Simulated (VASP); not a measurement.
# Be3C (P1) in VASP: further runs

Runs on Be3C. Level: r2SCAN. Tasks: single point.

Program: VASP 6.6.1. These are calculated values, not measurements. Logs are shortened: lines on timing, memory, paths and dates and some standing lists are left out, and cuts for length are marked.

## Step 1: The cell of the first run

The typed cell holds 4 atoms: a = 4.278 Å, b = 4.278 Å, c = 4.278 Å, α = 137.45°, β = 137.45°, γ = 61.75°.

## Step 2: Single point, r2SCAN

POSCAR

```
Be3C
1.0
   -1.5523031600      1.5523031600      3.6717237300
    1.5523031600     -1.5523031600      3.6717237300
    1.5523031600      1.5523031600     -3.6717237300
Be C
3 1
Direct
    0.5555440000      0.0716470000      0.4999160000
    0.9444700000      0.4218100000      0.4913110000
    0.5068780000      0.4975450000      0.0085010000
    0.2513960000      0.7424610000      0.4890450000
```

INCAR.step1

```
ALGO = Normal ; EDIFF = 1E-4
ENCUT = 520 ; GGA = PE
ISMEAR = 1 ; LASPH = True
LCHARG = False ; LREAL = False
LWAVE = True ; NBANDS = 13
NELM = 60 ; PREC = Accurate
SIGMA = 0.1
```

INCAR.step2

```
ALGO = Normal ; EDIFF = 1E-7
ENCUT = 520 ; ISIF = 2
ISMEAR = 1 ; ISTART = 1
LASPH = True ; LCHARG = False
LMIXTAU = True ; LREAL = False
LWAVE = False ; METAGGA = R2SCAN
NBANDS = 13 ; NELM = 60
PREC = Accurate ; SIGMA = 0.1
```

KPOINTS

```
k-points
0
Gamma
  7 7 9
```

Potentials or basis: VASP PAW PBE potentials, release 64 (Be, C).

Launch:

```sh
cat potpaw_PBE.64/Be/POTCAR potpaw_PBE.64/C/POTCAR > POTCAR
cp INCAR.step1 INCAR
mpirun -np 1 vasp_std > vasp.out
cp INCAR.step2 INCAR
mpirun -np 1 vasp_std > vasp.out
```

OUTCAR:

```text
EDIFF = 1E-7
   ENCUT = 520
   ISIF = 2
   ISMEAR = 1
   ISTART = 1
   LASPH = True
   LREAL = False
   METAGGA = R2SCAN
   NELM = 60
   PREC = Accurate

 ion  position               nearest neighbor table
   1  0.556  0.072  0.500-   3 1.60   3 1.65   2 2.30   2 2.37
   2  0.944  0.422  0.491-   3 1.61   3 1.62   1 2.30   1 2.37
   3  0.507  0.498  0.009-   1 1.60   2 1.61   2 1.62   1 1.65
   4  0.251  0.742  0.489-

  LATTYP: Found a body centered tetragonal cell.
 ALAT       =     3.1046063200
 C/A-ratio  =     2.3653393387

  Lattice vectors:

 A1 = (  -1.5523031600,   1.5523031600,   3.6717237300)
 A2 = (   1.5523031600,  -1.5523031600,   3.6717237300)
 A3 = (   1.5523031600,   1.5523031600,  -3.6717237300)

Analysis of symmetry for initial positions (statically):
=====================================================================
 Subroutine PRICEL returns:
 Original cell was already a primitive cell.

 Routine SETGRP: Setting up the symmetry group for a
 body centered tetragonal supercell.

 Subroutine GETGRP returns: Found  1 space group operations
 (whereof  1 operations were pure point group operations)
 out of a pool of 16 trial point group operations.

The static configuration has the point symmetry C_1 .

Analysis of symmetry for dynamics (positions and initial velocities):
=====================================================================
 Subroutine PRICEL returns:
 Original cell was already a primitive cell.

 Routine SETGRP: Setting up the symmetry group for a
 body centered tetragonal supercell.

 Subroutine GETGRP returns: Found  1 space group operations
 (whereof  1 operations were pure point group operations)
 out of a pool of 16 trial point group operations.

The dynamic configuration has the point symmetry C_1 .

 Subroutine INISYM returns: Found  1 space group operations
 (whereof  1 operations are pure point group operations),
 and found     1 'primitive' translations

----------------------------------------------------------------------------------------

                                     Primitive cell

  volume of cell :      35.3902

  direct lattice vectors                    reciprocal lattice vectors
    -1.552303160  1.552303160  3.671723730     0.000000000  0.322102031  0.136175823
     1.552303160 -1.552303160  3.671723730     0.322102031  0.000000000  0.136175823
     1.552303160  1.552303160 -3.671723730     0.322102031  0.322102031  0.000000000

  length of vectors
     4.277948732  4.277948732  4.277948732     0.349704980  0.349704980  0.455521060

  position of ions in fractional coordinates (direct lattice)
     0.555544000  0.071647000  0.499916000
     0.944470000  0.421810000  0.491311000
     0.506878000  0.497545000  0.008501000
     0.251396000  0.742461000  0.489045000

  ion indices of the primitive-cell ions
   primitive index   ion index
                 1           1
                 2           2
                 3           3
                 4           4

----------------------------------------------------------------------------------------

 KPOINTS: k-points

Automatic generation of k-mesh.
 Grid dimensions read from file:
 generate k-points for:    7    7    9

 Generating k-lattice:

  Cartesian coordinates                     Fractional coordinates (reciprocal lattice)
     0.000000000  0.046014576  0.019453689     0.142857143  0.000000000  0.000000000
     0.046014576  0.000000000  0.019453689     0.000000000  0.142857143  0.000000000
     0.035789115  0.035789115  0.000000000     0.000000000  0.000000000  0.111111111

  Length of vectors
     0.049957854  0.049957854  0.050613451

  Shift w.r.t. Gamma in fractional coordinates (k-lattice)
     0.000000000  0.000000000  0.000000000

 -----------------------------------------------------------------------------
|                                                                             |
|           W    W    AA    RRRRR   N    N  II  N    N   GGGG   !!!           |
|           W    W   A  A   R    R  NN   N  II  NN   N  G    G  !!!           |
|           W    W  A    A  R    R  N N  N  II  N N  N  G       !!!           |
|           W WW W  AAAAAA  RRRRR   N  N N  II  N  N N  G  GGG   !            |
|           WW  WW  A    A  R   R   N   NN  II  N   NN  G    G                |
|           W    W  A    A  R    R  N    N  II  N    N   GGGG   !!!           |
|                                                                             |
|     Your reciprocal lattice and k-lattice belong to different lattice       |
|     classes:                                                                |
|                                                                             |
|        The reciprocal lattice is body-centered tetragonal,                  |
|        whereas your k-lattice is base-centered monoclinic.                  |
|                                                                             |
|     Results are often still useful ...                                      |
|                                                                             |
 -----------------------------------------------------------------------------

 WARNING: IBZKPT: internal override: KBLOWUP is changed to .FALSE.
      ... skipping the blow-up phase ...

 Subroutine IBZKPT returns following result:
 ===========================================

 Found    221 irreducible k-points:

 Following reciprocal coordinates:
            Coordinates               Weight
  0.000000  0.000000  0.000000      1.000000
  0.142857  0.000000  0.000000      2.000000
  0.285714 -0.000000  0.000000      2.000000
  0.428571  0.000000  0.000000      2.000000
  0.000000  0.142857  0.000000      2.000000
  0.142857  0.142857  0.000000      2.000000
[... 16 lines left out ...]
 -0.428571  0.428571  0.000000      2.000000
 -0.285714  0.428571 -0.000000      2.000000
 [... further k-points ...]
   k-points           NKPTS =    221   k-points in BZ     NKDIM =    221   number of bands    NBANDS=     13
   number of dos      NEDOS =    301   number of ions     NIONS =      4
   total plane-waves  NPLWV =  32768
   dimension x,y,z NGX =    32 NGY =   32 NGZ =   32
   dimension x,y,z NGXF=    64 NGYF=   64 NGZF=   64
   ions per type =               3   1
   NGX,Y,Z   is equivalent  to a cutoff of  12.44, 12.44, 12.44 a.u.
   NGXF,Y,Z  is equivalent  to a cutoff of  24.87, 24.87, 24.87 a.u.
 SYSTEM =  unknown system
   PREC   = accura    normal or accurate (medium, high low for compatibility)
   ISTART =      1    job   : 0-new  1-cont  2-samecut
   ICHARG =      0    charge: 1-file 2-atom 10-const
   ISPIN  =      1    spin polarized calculation?
   LNONCOLLINEAR =      F non collinear calculations
   LSORBIT =      F    spin-orbit coupling
   LASPH  =      T    aspherical Exc in radial PAW
   ENCUT  =  520.0 eV  38.22 Ry    6.18 a.u.   7.95  7.95  7.95*2*pi/ulx,y,z
   NELM   =     60;   NELMIN=  2; NELMDL=  0     # of ELM steps
   EDIFF  = 0.1E-06   stopping-criterion for ELM
   LREAL  =      F    real-space projection
   EDIFFG = 0.1E-05   stopping-criterion for IOM
   NSW    =      0    number of steps for IOM
   IBRION =     -1    ionic relax: 0-MD 1-quasi-New 2-CG
   NFREE  =      0    steps in history (QN), initial steepest desc. (CG)
   ISIF   =      2    stress and relaxation
   ISYM   =      2    0-nonsym 1-usesym 2-fastsym
   POTIM  = 0.5000    time-step for ionic-motion
   TEBEG  =    0.0;   TEEND  =   0.0 temperature during run
   PSTRESS=    0.0 pullay stress
   NELECT =      10.0000    total number of electrons
   NUPDOWN=      -1.0000    fix difference up-down
   EMIN   =  10.00;   EMAX   =-10.00  energy-range for DOS
   EFERMI =   0.00;   METHOD = LEGACY
   ISMEAR =     1;   SIGMA  =   0.10  broadening in eV -4-tet -1-fermi 0-gaus
   EFERMI_NEDOS =   21; number of points for ismear=-14 and -15
   IALGO  =     38    algorithm
   IMIX   =      4    mixing-type and parameters
     AMIX     =   0.40;   BMIX     =  1.00
     AMIX_MAG =   1.60;   BMIX_MAG =  1.00
  volume/ion in A,a.u.               =       8.85        59.71
  Fermi-wavevector in a.u.,A,eV,Ry     =   1.074271  2.030078 15.701912  1.154058
  Thomas-Fermi vector in A             =   2.210094
   LORBIT       =      0    0 simple, 1 ext, 2 COOP (PROOUT), +10 PAW based schemes
   METAGGA = R2SCAN    functional components
   LHFCALC =     F    Hartree Fock is set to
   AEXX    =    0.0000 exact exchange contribution
   IVDW    =     0    specifies the selected vdW correction
   LEPSILON=     F    determine dielectric tensor
   LRPA    =     F    only Hartree local field effects (RPA)
 non-spin polarized calculation
 Methfessel and Paxton  Order N= 1 SIGMA  =   0.10
  energy-cutoff  :      520.00
  volume of cell :       35.39
 maximum number of plane-waves:       970
   NGX = 15   NGY = 15   NGZ = 15

 number of electron      10.0000000 magnetization

 Free energy of the ion-electron system (eV)
  ---------------------------------------------------
  ext. energy  EPLUGINS =         0.00000000
  ---------------------------------------------------
  free energy    TOTEN  =       -11.74072701 eV

  energy without entropy =      -11.74008160  energy(sigma->0) =      -11.74051188

 E-fermi :   4.9146     XC(G=0): -11.0042

 val. band max:        4.9001996807   @ k =  -0.4286   0.0000   0.4444
 cond. band min:       4.9149098891   @ k =   0.2857   0.1429   0.2222
 fundamental gap:      0.0147102084
 Fermi energy:         4.9145993318

 k-point     1 :       0.0000    0.0000    0.0000
  band No.  band energies     occupation
      1      -8.1598      2.00000
      2       0.7151      2.00000
      3       1.8808      2.00000
      4       4.2577      2.00000
      5       4.3401      2.00000
      6       5.3800     -0.00000
      7       5.4099     -0.00000
      8       8.4685      0.00000
      9      11.1233      0.00000
     10      15.3332      0.00000
     11      15.6786      0.00000
     12      16.2506      0.00000
     13      16.5277      0.00000
[... 353 lines left out ...]
 k-point    24 :      -0.2857    0.4286   -0.0000
  band No.  band energies     occupation
      1      -5.6976      2.00000
      2      -0.6503      2.00000
      3       0.3990      2.00000
      4       2.1533      2.00000
      5       3.5192      2.00000
      6       4.9645      0.26046
      7       6.2487     -0.00000
      8       7.7617      0.00000
      9      10.1878      0.00000
     10      11.5234      0.00000
     11      15.3649      0.00000
     12      17.0181      0.00000
     13      21.0649      0.00000

 [... further k-points ...]

------------------------ aborting loop because EDIFF is reached ----------------------------------------

  FORCE on cell =-STRESS in cart. coord.  units (eV):
  Direction    XX          YY          ZZ          XY          YZ          ZX
  --------------------------------------------------------------------------------------
  -------------------------------------------------------------------------------------
  Total       13.1287855     14.2849945     -7.5505777     -0.0040236     -0.3518005     -0.2840280
  in kB      594.3634068    646.7070395   -341.8280445     -0.1821536    -15.9266323    -12.8584504
  external PRESSURE =     299.7474673 kB  Pullay stress =       0.0000000 kB

 VOLUME and BASIS-vectors are now :
 -----------------------------------------------------------------------------
  energy-cutoff  :      520.00
  volume of cell :       35.39
      direct lattice vectors                 reciprocal lattice vectors
    -1.552303160  1.552303160  3.671723730     0.000000000  0.322102031  0.136175823
     1.552303160 -1.552303160  3.671723730     0.322102031  0.000000000  0.136175823
     1.552303160  1.552303160 -3.671723730     0.322102031  0.322102031  0.000000000

 POSITION                                       TOTAL-FORCE (eV/Angst)
 -----------------------------------------------------------------------------------
      0.02487      1.52718      0.46732        -0.891632     -0.326628      2.285034
     -0.04866      1.57399      3.21264        -0.307961      0.295952     -2.188393
     -0.00129      0.02768      3.65675         1.233336      0.001531     -0.400083
      1.52143     -0.00314      1.85353        -0.033743      0.029145      0.303442
 -----------------------------------------------------------------------------------
    total drift:                               -0.000003      0.000004      0.000018

  FREE ENERGIE OF THE ION-ELECTRON SYSTEM (eV)
  ---------------------------------------------------
  free  energy   TOTEN  =       -11.7407270134 eV

  energy  without entropy=      -11.7400816034  energy(sigma->0) =      -11.74051188
```

It took 10 min on 1 thread of Oxide Virtual Turin-like, shared host; peak memory 0.21 GiB.

Results:

* Free energy: -11.7407 eV
* Pressure: 30.0 GPa
* Largest force: 2.474 eV/Å
* Band gap on the k mesh: zero (bands 5 and 6 overlap by 3.15 eV)

Forces in eV/Å, atoms in the order of the input:
```
Be  -0.892 -0.327  2.285
Be  -0.308  0.296 -2.188
Be   1.233  0.002 -0.400
C   -0.034  0.029  0.303
```

Caveat: the stress differs along the axes, from -34 to 65 GPa; the PAW data sets were made with another functional, which shifts forces and pressure a little.

## Step 3: Single point, r2SCAN

POSCAR is that of step 2.

INCAR.step1

```
PREC = Accurate
ENCUT = 520
ISMEAR = 1
SIGMA = 0.1
LREAL = F
LASPH = T
NELM = 100
NBANDS = 13
GGA = PE
ALGO = Normal
EDIFF = 1E-4
LWAVE = T
LCHARG = F
```

INCAR.step2

```
PREC = Accurate
ENCUT = 520
EDIFF = 1E-6
ISMEAR = 1
SIGMA = 0.1
LREAL = F
LASPH = T
NELM = 100
ALGO = Normal
ISIF = 2
LWAVE = F
LCHARG = F
METAGGA = R2SCAN
LMIXTAU = T
NBANDS = 13
ISTART = 1
```

KPOINTS

```
regular mesh
0
Gamma
  8 8 11
```

Potentials or basis: VASP PAW PBE potentials, release 64 (Be, C).

Launch:

```sh
cat potpaw_PBE.64/Be/POTCAR potpaw_PBE.64/C/POTCAR > POTCAR
cp INCAR.step1 INCAR
mpirun -np 1 vasp_std > vasp.out
cp INCAR.step2 INCAR
mpirun -np 1 vasp_std > vasp.out
```

OUTCAR:

```text
PREC = Accurate
   ENCUT = 520
   EDIFF = 1E-6
   ISMEAR = 1
   LREAL = F
   LASPH = T
   NELM = 100
   ISIF = 2
   METAGGA = R2SCAN
   ISTART = 1

 ion  position               nearest neighbor table
   1  0.556  0.072  0.500-   3 1.60   3 1.65   2 2.30   2 2.37
   2  0.944  0.422  0.491-   3 1.61   3 1.62   1 2.30   1 2.37
   3  0.507  0.498  0.009-   1 1.60   2 1.61   2 1.62   1 1.65
   4  0.251  0.742  0.489-

  LATTYP: Found a body centered tetragonal cell.
 ALAT       =     3.1046063200
[... 603 lines left out ...]
  FORCE on cell =-STRESS in cart. coord.  units (eV):
  Direction    XX          YY          ZZ          XY          YZ          ZX
  --------------------------------------------------------------------------------------
  -------------------------------------------------------------------------------------
  Total       13.1079000     14.2783323     -7.4660847      0.0387527     -0.3527162     -0.3630608
  in kB      593.4178858    646.4054311   -338.0028972      1.7544038    -15.9680899    -16.4364063
  external PRESSURE =     300.6068065 kB  Pullay stress =       0.0000000 kB

 VOLUME and BASIS-vectors are now :
 -----------------------------------------------------------------------------
  energy-cutoff  :      520.00
  volume of cell :       35.39
      direct lattice vectors                 reciprocal lattice vectors
    -1.552303160  1.552303160  3.671723730     0.000000000  0.322102031  0.136175823
     1.552303160 -1.552303160  3.671723730     0.322102031  0.000000000  0.136175823
     1.552303160  1.552303160 -3.671723730     0.322102031  0.322102031  0.000000000

 POSITION                                       TOTAL-FORCE (eV/Angst)
 -----------------------------------------------------------------------------------
      0.02487      1.52718      0.46732        -0.919514     -0.318757      2.294732
     -0.04866      1.57399      3.21264        -0.282865      0.299859     -2.197755
     -0.00129      0.02768      3.65675         1.250003     -0.000205     -0.402450
      1.52143     -0.00314      1.85353        -0.047623      0.019102      0.305473
 -----------------------------------------------------------------------------------
    total drift:                               -0.000003      0.000005      0.000033

  FREE ENERGIE OF THE ION-ELECTRON SYSTEM (eV)
  ---------------------------------------------------
  free  energy   TOTEN  =       -11.7483148090 eV

  energy  without entropy=      -11.7487183275  energy(sigma->0) =      -11.74844932
```

Wall time 15 min (1 thread of Oxide Virtual Turin-like, shared host); peak memory 0.25 GiB.

Results:

| Quantity | Value |
| --- | --- |
| Free energy | -11.7483 eV |
| Pressure | 30.1 GPa |
| Largest force | 2.493 eV/Å |
| Band gap on the k mesh | zero (bands 5 and 6 overlap by 3.58 eV) |

Forces in eV/Å, atoms in the order of the input:
```
Be  -0.920 -0.319  2.295
Be  -0.283  0.300 -2.198
Be   1.250  0.000 -0.402
C   -0.048  0.019  0.305
```

Caveat: the stress differs along the axes, from -34 to 65 GPa; the PAW data sets were made with another functional, which shifts forces and pressure a little.
